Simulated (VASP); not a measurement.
# SiCl3 (P6/mmm) in VASP: relaxation of cell and atoms with PBE

Aim: the relaxation of cell and atoms of SiCl3 with PBE.

All numbers are computed with VASP 6.6.1; they aren't measurements. Logs are shortened: lines on timing, memory, paths and dates and some standing lists are left out, and cuts for length are marked.

### Step 1. The cell of the first run

The structure is hexagonal, space group P6/mmm (No. 191). Conventional cell: a = 5.678 Å, b = 5.678 Å, c = 6.664 Å, α = 90.00°, β = 90.00°, γ = 120.00°. Si (site symmetry 6/mmm) has 6 Cl at 2.84 Å within 3.7 Å. Cl (site symmetry mmm) has 4 Cl at 2.84 Å and 2 Si at 2.84 Å within 3.7 Å.

The cell was generated, and may not be a known phase.

### Step 2. Relaxation of cell and atoms, PBE

Contents of INCAR:

```
PREC = Accurate ; ENCUT = 600
EDIFF = 1E-6 ; ISMEAR = 0
SIGMA = 0.1 ; LREAL = False
LASPH = True ; NELM = 60
ALGO = Normal ; ISIF = 3
LWAVE = False ; LCHARG = False
GGA = PE ; IBRION = 2
NSW = 100 ; EDIFFG = -0.01
```

Contents of KPOINTS:

```
regular mesh
0
Gamma
  12 12 8
```

Contents of POSCAR:

```
SiCl3
1.0
    5.6777736465      0.0000000000      0.0000000000
   -2.8388868232      4.9170962148      0.0000000000
    0.0000000000      0.0000000000      6.6638143494
Si Cl
1 3
Direct
    0.0000000000      0.0000000000      0.0000000000
    0.5000000000      0.0000000000      0.0000000000
    0.0000000000      0.5000000000      0.0000000000
    0.5000000000      0.5000000000      0.0000000000
```

Potentials or basis: VASP PAW PBE potentials, release 64 (Si, Cl).

The run is started by

```sh
cat potpaw_PBE.64/Si/POTCAR potpaw_PBE.64/Cl/POTCAR > POTCAR
mpirun -np 1 vasp_std > vasp.out
```

OUTCAR:

```text
PREC = Accurate
   ENCUT = 600
   EDIFF = 1E-6
   ISMEAR = 0
   LREAL = False
   LASPH = True
   NELM = 60
   ISIF = 3
   GGA = PE
   IBRION = 2
   NSW = 100
   EDIFFG = -0.01

 ion  position               nearest neighbor table
   1  0.000  0.000  0.000-   3 2.84   3 2.84   2 2.84   2 2.84   4 2.84   4 2.84
   2  0.500  0.000  0.000-   1 2.84   1 2.84
   3  0.000  0.500  0.000-   1 2.84   1 2.84
   4  0.500  0.500  0.000-   1 2.84   1 2.84

  LATTYP: Found a hexagonal cell.
 ALAT       =     5.6777736465
 C/A-ratio  =     1.1736667864

  Lattice vectors:

 A1 = (   5.6777736465,   0.0000000000,   0.0000000000)
 A2 = (  -2.8388868232,   4.9170962148,   0.0000000000)
 A3 = (   0.0000000000,   0.0000000000,   6.6638143494)

Analysis of symmetry for initial positions (statically):
=====================================================================
 Subroutine PRICEL returns:
 Original cell was already a primitive cell.

 Routine SETGRP: Setting up the symmetry group for a
 hexagonal supercell.

 Subroutine GETGRP returns: Found 24 space group operations
 (whereof 24 operations were pure point group operations)
 out of a pool of 24 trial point group operations.

The static configuration has the point symmetry D_6h.

Analysis of symmetry for dynamics (positions and initial velocities):
=====================================================================
 Subroutine PRICEL returns:
 Original cell was already a primitive cell.

 Routine SETGRP: Setting up the symmetry group for a
 hexagonal supercell.

 Subroutine GETGRP returns: Found 24 space group operations
 (whereof 24 operations were pure point group operations)
 out of a pool of 24 trial point group operations.

The dynamic configuration has the point symmetry D_6h.

 Subroutine INISYM returns: Found 24 space group operations
 (whereof 24 operations are pure point group operations),
 and found     1 'primitive' translations

----------------------------------------------------------------------------------------

                                     Primitive cell

  volume of cell :     186.0414

  direct lattice vectors                    reciprocal lattice vectors
[... 151 lines left out ...]
  external PRESSURE =      -0.5067068 kB  Pullay stress =       0.0000000 kB

 VOLUME and BASIS-vectors are now :
 -----------------------------------------------------------------------------
  energy-cutoff  :      600.00
  volume of cell :      186.04
      direct lattice vectors                 reciprocal lattice vectors
     5.677773647  0.000000000  0.000000000     0.176125373  0.101686031  0.000000000
    -2.838886823  4.917096215  0.000000000     0.000000000  0.203372063  0.000000000
     0.000000000  0.000000000  6.663814349     0.000000000  0.000000000  0.150064205

 POSITION                                       TOTAL-FORCE (eV/Angst)
 -----------------------------------------------------------------------------------
      0.00000      0.00000      0.00000        -0.000000      0.000000      0.000000
      2.83889      0.00000      0.00000        -0.000000      0.000000      0.000000
     -1.41944      2.45855      0.00000        -0.000000      0.000000      0.000000
      1.41944      2.45855      0.00000         0.000000      0.000000      0.000000
 -----------------------------------------------------------------------------------
    total drift:                               -0.000000      0.000000      0.000000

  FREE ENERGIE OF THE ION-ELECTRON SYSTEM (eV)
  ---------------------------------------------------
  free  energy   TOTEN  =        -9.2330528333 eV

  energy  without entropy=       -9.2092952430  energy(sigma->0) =       -9.22117404

--------------------------------------- Ionic step        2  -------------------------------------------

 number of electron      24.9999996 magnetization

 Free energy of the ion-electron system (eV)
  ---------------------------------------------------
  ext. energy  EPLUGINS =         0.00000000
  ---------------------------------------------------
  free energy    TOTEN  =        -9.23316789 eV

  energy without entropy =       -9.20947371  energy(sigma->0) =       -9.22132080

 E-fermi :  -1.0929     XC(G=0):  -5.5326

 val. band max:       -1.1074975028   @ k =   0.4167   0.0833   0.5000
 cond. band min:      -1.0912089027   @ k =   0.3333   0.0833   0.0000
 fundamental gap:      0.0162886001
 Fermi energy:        -1.0928510578

 k-point     1 :       0.0000    0.0000    0.0000
  band No.  band energies     occupation
      1     -16.8505      2.00000
      2     -15.0416      2.00000
      3     -15.0416      2.00000
      4      -7.7731      2.00000
      5      -6.5289      2.00000
      6      -6.5289      2.00000
[... 433 lines left out ...]
      3     -15.0767      2.00000
      4      -8.7916      2.00000
      5      -5.7181      2.00000
      6      -5.6053      2.00000
[... 8 lines left out ...]
     15       0.5527      0.00000
     16       2.3492      0.00000

 [... further k-points ...]

------------------------ aborting loop because EDIFF is reached ----------------------------------------

  FORCE on cell =-STRESS in cart. coord.  units (eV):
  Direction    XX          YY          ZZ          XY          YZ          ZX
  --------------------------------------------------------------------------------------
  -------------------------------------------------------------------------------------
  Total        0.0127072      0.0127072      0.0293802      0.0000000     -0.0000000      0.0000000
  in kB        0.1096672      0.1096672      0.2535597      0.0000000     -0.0000000      0.0000000
  external PRESSURE =       0.1576313 kB  Pullay stress =       0.0000000 kB

 VOLUME and BASIS-vectors are now :
 -----------------------------------------------------------------------------
  energy-cutoff  :      600.00
  volume of cell :      185.65
      direct lattice vectors                 reciprocal lattice vectors
     5.670931280 -0.000000000  0.000000000     0.176337880  0.101808723  0.000000000
    -2.835465640  4.911170552  0.000000000     0.000000000  0.203617445  0.000000000
     0.000000000 -0.000000000  6.665689299    -0.000000000 -0.000000000  0.150021994

 POSITION                                       TOTAL-FORCE (eV/Angst)
 -----------------------------------------------------------------------------------
      5.67093     -0.00000      0.00000         0.000000      0.000000      0.000000
      2.83547     -0.00000      0.00000        -0.000000      0.000000      0.000000
      4.25320      2.45559      0.00000        -0.000000     -0.000000      0.000000
      1.41773      2.45559      0.00000         0.000000     -0.000000      0.000000
 -----------------------------------------------------------------------------------
    total drift:                                0.000000     -0.000000      0.000000

  FREE ENERGIE OF THE ION-ELECTRON SYSTEM (eV)
  ---------------------------------------------------
  free  energy   TOTEN  =        -9.2331678938 eV

  energy  without entropy=       -9.2094737139  energy(sigma->0) =       -9.22132080

 reached required accuracy - stopping structural energy minimisation
```

Wall time 4.7 min (1 thread of Intel Xeon 6975P-C (Granite Rapids), shared host); peak memory 0.56 GiB.

What came out:

| Item | Value |
| --- | --- |
| Free energy | -9.2332 eV |
| Relaxed cell | a = 5.671 Å, b = 5.671 Å, c = 6.666 Å, α = 90.00°, β = 90.00°, γ = 120.00° |
| Space group after relaxing (to 0.1 Å) | P6/mmm (No. 191) |
| Energy gained by relaxing | 0.0 meV/atom |
| Ionic steps | 2 |
| Pressure after relaxing | 0.0 GPa |
| Band gap on the k mesh | zero (an odd number of electrons rules out a gap without spin polarisation) |

The path:
| step | energy change (eV) | largest force (eV/Å) | pressure (GPa) | volume (Å³) |
| --- | --- | --- | --- | --- |
| 1 | 0.0000 | 0.0000 | -0.05 | 186.04 |
| 2 | -0.0001 | 0.0000 | 0.02 | 185.65 |

Final structure:
```
CELL_PARAMETERS angstrom
5.67093 0.00000 0.00000
-2.83547 4.91117 0.00000
0.00000 0.00000 6.66569
ATOMIC_POSITIONS crystal
Si 0.00000 0.00000 0.00000
Cl 0.50000 0.00000 0.00000
Cl 0.00000 0.50000 0.00000
Cl 0.50000 0.50000 0.00000
```

Caveat: the relaxation moved the vacuum too, so the length across it says nothing of the material; an odd number of electrons without spin polarisation forces a metal; a magnetic or distorted state may lie lower.
